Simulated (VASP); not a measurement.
Here is a VASP 6.6.1 calculation.

The input POSCAR:

```
BN
1.0
    0.0000000000      1.8551800797      1.7830556929
    1.8551800797      0.0000000000      1.7830556929
    1.8551800797      1.8551800797      0.0000000000
B N
1 1
Direct
    0.0000000000      0.0000000000      0.0000000000
    0.2500000000      0.2500000000      0.2500000000
```

The input INCAR.step1:

```
PREC     = Accurate       # precision mode
ENCUT    = 520            # plane-wave cutoff, eV
EDIFF    = 1E-5           # SCF threshold, eV
ISMEAR   = 0              # smearing method
SIGMA    = 0.01           # smearing width, eV
LREAL    = False          # projectors in reciprocal space
LASPH    = True           # aspherical terms in the spheres
NELM     = 60             # most SCF steps
ALGO     = Normal         # electronic algorithm
ISIF     = 2              # what is computed and relaxed
LWAVE    = True           # write WAVECAR
LCHARG   = False          # write CHGCAR
GGA      = PE             # functional
NBANDS   = 11             # bands
```

INCAR.step2

```
PREC     = Accurate       # precision mode
ENCUT    = 520            # plane-wave cutoff, eV
EDIFF    = 1E-6           # SCF threshold, eV
ISMEAR   = 0              # smearing method
SIGMA    = 0.01           # smearing width, eV
LREAL    = False          # projectors in reciprocal space
LASPH    = True           # aspherical terms in the spheres
NELM     = 60             # most SCF steps
ALGO     = Normal         # electronic algorithm
ISIF     = 2              # what is computed and relaxed
LWAVE    = False          # write WAVECAR
LCHARG   = False          # write CHGCAR
GGA      = PE             # functional
LHFCALC  = True           # exact exchange
HFSCREEN = 0.2079         # screening, 1/A
PRECFOCK = Normal       
ISTART   = 1            
NBANDS   = 11             # bands
```

File KPOINTS:

```
regular mesh
0
Gamma
  8 8 8
```

Potentials or basis: VASP PAW PBE potentials, release 64 (B, N).

The run is started by

```sh
$ cat potpaw_PBE.64/B/POTCAR potpaw_PBE.64/N/POTCAR > POTCAR
$ cp INCAR.step1 INCAR
$ mpirun -np 1 vasp_std > vasp.out
$ cp INCAR.step2 INCAR
$ mpirun -np 1 vasp_std > vasp.out
```

Task: What does it give for the band gap on the k mesh?

Result: 5.05 eV (least direct gap 9.94 eV).

Task: Estimate the pressure.

Result: -19.5 GPa.

Stress tensor (GPa, compression positive):
```
-27.26   0.00   0.00
  0.00 -27.26   0.00
  0.00   0.00  -3.90
```

Caveat: the cell differs from its parent crystal (epitaxial xy strain +2.8%); the stress differs along the axes, from -27 to -4 GPa; the PAW data sets were made with another functional, which shifts forces and pressure a little. A k mesh can miss the band edges.
